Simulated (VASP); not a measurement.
# Be (Pm-3m) in VASP: notebook, part 2 of 2

VASP 6.6.1. The steps go on from the part before.

## Step 3: Relaxation of cell and atoms, PBE

This run uses another cell than the first one, of 8.31 Å³/atom, 0.821 times its volume.

File INCAR:

```
SYSTEM = Be
PREC = Accurate
ENCUT = 600
EDIFF = 1E-6
ISMEAR = 0
SIGMA = 0.1
LREAL = .False.
LASPH = .True.
NELM = 60
ALGO = Normal
ISIF = 3
LWAVE = .False.
LCHARG = .False.
GGA = PE
IBRION = 2
NSW = 90
EDIFFG = -0.04
```

File KPOINTS:

```
regular mesh
0
Gamma
  8 8 8
  0 0 0
```

File POSCAR:

```
Be
1.0
    2.0256478605      0.0000000000      0.0000000000
    0.0000000000      2.0256478605      0.0000000000
    0.0000000000      0.0000000000      2.0256478605
Be
1
Direct
    0.0000000000      0.0000000000      0.0000000000
```

Potentials or basis: VASP PAW PBE potentials, release 64 (Be).

Run with:

```bash
$ cat potpaw_PBE.64/Be/POTCAR > POTCAR
$ mpirun -np 1 vasp_std > vasp.out
```

OUTCAR:

```text
SYSTEM = Be
   PREC = Accurate
   ENCUT = 600
   EDIFF = 1E-6
   ISMEAR = 0
   LREAL = .False.
   LASPH = .True.
   NELM = 60
   ISIF = 3
   GGA = PE
   IBRION = 2
   NSW = 90
   EDIFFG = -0.04

 ion  position               nearest neighbor table
   1  0.000  0.000  0.000-

  LATTYP: Found a simple cubic cell.
 ALAT       =     2.0256478605

  Lattice vectors:

 A1 = (   2.0256478605,   0.0000000000,   0.0000000000)
 A2 = (   0.0000000000,   2.0256478605,   0.0000000000)
 A3 = (   0.0000000000,   0.0000000000,   2.0256478605)

Analysis of symmetry for initial positions (statically):
=====================================================================
 Subroutine PRICEL returns:
 Original cell was already a primitive cell.

 Routine SETGRP: Setting up the symmetry group for a
 simple cubic supercell.

 Subroutine GETGRP returns: Found 48 space group operations
 (whereof 48 operations were pure point group operations)
 out of a pool of 48 trial point group operations.

The static configuration has the point symmetry O_h .

Analysis of symmetry for dynamics (positions and initial velocities):
=====================================================================
 Subroutine PRICEL returns:
 Original cell was already a primitive cell.

 Routine SETGRP: Setting up the symmetry group for a
 simple cubic supercell.

 Subroutine GETGRP returns: Found 48 space group operations
 (whereof 48 operations were pure point group operations)
 out of a pool of 48 trial point group operations.

The dynamic configuration has the point symmetry O_h .

 Subroutine INISYM returns: Found 48 space group operations
 (whereof 48 operations are pure point group operations),
 and found     1 'primitive' translations

----------------------------------------------------------------------------------------

                                     Primitive cell

  volume of cell :       8.3117

  direct lattice vectors                    reciprocal lattice vectors
     2.025647860  0.000000000  0.000000000     0.493669220  0.000000000  0.000000000
     0.000000000  2.025647860  0.000000000     0.000000000  0.493669220  0.000000000
     0.000000000  0.000000000  2.025647860     0.000000000  0.000000000  0.493669220

  length of vectors
     2.025647860  2.025647860  2.025647860     0.493669220  0.493669220  0.493669220

  position of ions in fractional coordinates (direct lattice)
     0.000000000  0.000000000  0.000000000

  ion indices of the primitive-cell ions
   primitive index   ion index
                 1           1

----------------------------------------------------------------------------------------

 KPOINTS: regular mesh

Automatic generation of k-mesh.
 Grid dimensions read from file:
 generate k-points for:    8    8    8

 Generating k-lattice:

  Cartesian coordinates                     Fractional coordinates (reciprocal lattice)
     0.061708653  0.000000000  0.000000000     0.125000000  0.000000000  0.000000000
     0.000000000  0.061708653  0.000000000     0.000000000  0.125000000  0.000000000
     0.000000000  0.000000000  0.061708653     0.000000000  0.000000000  0.125000000

  Length of vectors
     0.061708653  0.061708653  0.061708653

  Shift w.r.t. Gamma in fractional coordinates (k-lattice)
     0.000000000  0.000000000  0.000000000

 Subroutine IBZKPT returns following result:
 ===========================================

 Found     35 irreducible k-points:

 Following reciprocal coordinates:
            Coordinates               Weight
  0.000000  0.000000  0.000000      1.000000
  0.125000  0.000000  0.000000      6.000000
  0.250000  0.000000  0.000000      6.000000
  0.375000  0.000000  0.000000      6.000000
  0.500000  0.000000  0.000000      3.000000
  0.125000  0.125000  0.000000     12.000000
[... 16 lines left out ...]
  0.375000  0.375000  0.125000     24.000000
  0.500000  0.375000  0.125000     24.000000
 [... further k-points ...]
   k-points           NKPTS =     35   k-points in BZ     NKDIM =     35   number of bands    NBANDS=      5
   number of dos      NEDOS =    301   number of ions     NIONS =      1
   total plane-waves  NPLWV =   4096
   dimension x,y,z NGX =    16 NGY =   16 NGZ =   16
   dimension x,y,z NGXF=    32 NGYF=   32 NGZF=   32
   ions per type =               1
   NGX,Y,Z   is equivalent  to a cutoff of  13.13, 13.13, 13.13 a.u.
   NGXF,Y,Z  is equivalent  to a cutoff of  26.26, 26.26, 26.26 a.u.
 SYSTEM =  Be
   PREC   = accura    normal or accurate (medium, high low for compatibility)
   ISTART =      0    job   : 0-new  1-cont  2-samecut
   ICHARG =      2    charge: 1-file 2-atom 10-const
   ISPIN  =      1    spin polarized calculation?
   LNONCOLLINEAR =      F non collinear calculations
   LSORBIT =      F    spin-orbit coupling
   LASPH  =      T    aspherical Exc in radial PAW
   ENCUT  =  600.0 eV  44.10 Ry    6.64 a.u.   4.05  4.05  4.05*2*pi/ulx,y,z
   NELM   =     60;   NELMIN=  2; NELMDL= -5     # of ELM steps
   EDIFF  = 0.1E-05   stopping-criterion for ELM
   LREAL  =      F    real-space projection
   EDIFFG = -.4E-01   stopping-criterion for IOM
   NSW    =     90    number of steps for IOM
   IBRION =      2    ionic relax: 0-MD 1-quasi-New 2-CG
   NFREE  =      1    steps in history (QN), initial steepest desc. (CG)
   ISIF   =      3    stress and relaxation
   ISYM   =      2    0-nonsym 1-usesym 2-fastsym
   POTIM  = 0.5000    time-step for ionic-motion
   TEBEG  =    0.0;   TEEND  =   0.0 temperature during run
   PSTRESS=    0.0 pullay stress
   NELECT =       2.0000    total number of electrons
   NUPDOWN=      -1.0000    fix difference up-down
   EMIN   =  10.00;   EMAX   =-10.00  energy-range for DOS
   EFERMI =   0.00;   METHOD = LEGACY
   ISMEAR =     0;   SIGMA  =   0.10  broadening in eV -4-tet -1-fermi 0-gaus
   EFERMI_NEDOS =   21; number of points for ismear=-14 and -15
   IALGO  =     38    algorithm
   IMIX   =      4    mixing-type and parameters
     AMIX     =   0.40;   BMIX     =  1.00
     AMIX_MAG =   1.60;   BMIX_MAG =  1.00
  volume/ion in A,a.u.               =       8.31        56.09
  Fermi-wavevector in a.u.,A,eV,Ry     =   1.018250  1.924213 14.106957  1.036832
  Thomas-Fermi vector in A             =   2.151696
   LORBIT       =      0    0 simple, 1 ext, 2 COOP (PROOUT), +10 PAW based schemes
   GGA     = PE    functional components
   LHFCALC =     F    Hartree Fock is set to
   AEXX    =    0.0000 exact exchange contribution
   IVDW    =     0    specifies the selected vdW correction
   LEPSILON=     F    determine dielectric tensor
   LRPA    =     F    only Hartree local field effects (RPA)
 conjugate gradient relaxation of ions
 non-spin polarized calculation
 Gauss-broadening in eV      SIGMA  =   0.10
  energy-cutoff  :      600.00
  volume of cell :        8.31
 maximum number of plane-waves:       290
   NGX =  9   NGY =  9   NGZ =  9

--------------------------------------- Ionic step        1  -------------------------------------------

 number of electron       2.0000000 magnetization

 Free energy of the ion-electron system (eV)
  ---------------------------------------------------
  ext. energy  EPLUGINS =         0.00000000
  ---------------------------------------------------
  free energy    TOTEN  =        -2.68732637 eV

  energy without entropy =       -2.68627308  energy(sigma->0) =       -2.68679972

 E-fermi :   6.6273     XC(G=0): -10.4306

 val. band max:        6.2026362269   @ k =   0.5000   0.2500   0.1250
 cond. band min:       6.6750045418   @ k =   0.5000   0.3750   0.0000
 fundamental gap:      0.4723683149
 Fermi energy:         6.6273109146

 k-point     1 :       0.0000    0.0000    0.0000
  band No.  band energies     occupation
      1      -4.4328      2.00000
      2      22.2051      0.00000
      3      22.2051      0.00000
      4      22.2051      0.00000
      5      28.1414      0.00000

 k-point     2 :       0.1250    0.0000    0.0000
  band No.  band energies     occupation
      1      -4.0108      2.00000
      2      17.7296      0.00000
      3      22.6594      0.00000
      4      22.6594      0.00000
      5      28.6902      0.00000
[... 243 lines left out ...]
  energy  without entropy=       -2.7940043214  energy(sigma->0) =       -2.79453098

--------------------------------------- Ionic step        3  -------------------------------------------

 number of electron       2.0000000 magnetization

 Free energy of the ion-electron system (eV)
  ---------------------------------------------------
  ext. energy  EPLUGINS =         0.00000000
  ---------------------------------------------------
  free energy    TOTEN  =        -2.79795821 eV

  energy without entropy =       -2.79690457  energy(sigma->0) =       -2.79743139

 E-fermi :   4.9238     XC(G=0):  -9.7833

 val. band max:        4.4711171304   @ k =   0.5000   0.3750   0.1250
 cond. band min:       4.9715147247   @ k =   0.5000   0.3750   0.0000
 fundamental gap:      0.5003975944
 Fermi energy:         4.9238144901

 k-point     1 :       0.0000    0.0000    0.0000
  band No.  band energies     occupation
      1      -4.8865      2.00000
      2      18.4376      0.00000
      3      18.4376      0.00000
      4      18.4376      0.00000
      5      24.1128      0.00000

 k-point     2 :       0.1250    0.0000    0.0000
  band No.  band energies     occupation
      1      -4.4986      2.00000
      2      14.6519      0.00000
      3      18.8214      0.00000
      4      18.8214      0.00000
      5      24.5894      0.00000
[... 204 lines left out ...]
  FREE ENERGIE OF THE ION-ELECTRON SYSTEM (eV)
  ---------------------------------------------------
  free  energy   TOTEN  =        -2.7979582143 eV

  energy  without entropy=       -2.7969045729  energy(sigma->0) =       -2.79743139

 reached required accuracy - stopping structural energy minimisation
```

CONTCAR:

```text
Be
   1.00000000000000
     2.1678850782625965   -0.0000000000000000   -0.0000000000000000
    -0.0000000000000000    2.1678850782625965   -0.0000000000000000
     0.0000000000000000    0.0000000000000000    2.1678850782625965
  Be
     1
Direct
     0.0000000000000000    0.0000000000000000    0.0000000000000000

  0.00000000E+00  0.00000000E+00  0.00000000E+00
```

It took 3.9 s on 1 thread of Intel Xeon Platinum 8259CL at 2.50GHz (Skylake/Cascade Lake), shared host; peak memory 0.11 GiB.

What came out:

```yaml
Free_energy: -2.7980 eV
Relaxed_volume: 10.19 Å³/atom
Relaxed_cell: a = 2.168 Å, b = 2.168 Å, c = 2.168 Å, α = 90.00°, β = 90.00°, γ = 90.00°
Space_group_after_relaxing_to_0.05_Å: Pm-3m (No. 221)
Energy_gained_by_relaxing: 110.6 meV/atom
Ionic_steps: 3
Pressure_after_relaxing: -0.4 GPa
Band_gap_on_the_k_mesh: zero (band 1 reaches 10.23 eV, above the bottom of band 2 at 3.07 eV)
```

The path:
```
step  energy change (eV)  largest force (eV/Å)  pressure (GPa)  volume (Å³)
   1              0.0000                0.0000           22.51         8.31
   2             -0.1077                0.0000            2.91         9.80
   3             -0.1106                0.0000           -0.43        10.19
```

Final structure:
```xyz
1
Lattice="2.1679 0.0000 0.0000 0.0000 2.1679 0.0000 0.0000 0.0000 2.1679" Properties=species:S:1:pos:R:3 pbc="T T T"
Be    0.0000    0.0000    0.0000
```

Caveat: the k points lie up to 0.36 Å⁻¹ apart in the final cell; the volume moved by over 15 % at a fixed basis, so the end points are rough.
